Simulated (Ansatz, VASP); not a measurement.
# One calculation of In2BAs3, two programs

```xyz
6
Lattice="-1.9691 1.9691 8.9048 1.9691 -1.9691 8.9048 1.9691 1.9691 -8.9048" Properties=species:S:1:pos:R:3 pbc="T T T"
B     0.0000    0.0000    0.0000
As    1.9691    0.0000    7.8096
As    0.0000    1.9691    4.4524
As    1.9691    0.0000    1.0952
In    0.0000    0.0000    6.1137
In    0.0000    0.0000   11.6958
```

Alike in both runs: task single point; functional PBE; k mesh 10 × 10 × 10; occupations fermi-dirac, width 0.02 eV; no spin polarisation.

|  | VASP | Ansatz |
| --- | --- | --- |
| version | VASP 6.6.1 | Ansatz 0.2.0 |
| potentials or method | VASP PAW PBE potentials, release 64 (B, As, In_d) | plane waves, PAW |
| plane-wave cutoff (eV) | 520 | 420 |
| valence electrons in the cell | 44 | 74 |

|  | VASP | Ansatz | Ansatz less VASP |
| --- | --- | --- | --- |
| pressure (GPa) | 2.1 | 2.0 | -0.11 |
| rms of the force components (eV/Å) | 0.072 | 0.074 | +0.0021 |

With one functional, cell and mesh, what is left measures potentials, basis and numerics. VASP's potentials hold 44 valence electrons a cell and Ansatz's 74, so a difference there can come from the potentials and not from the codes.
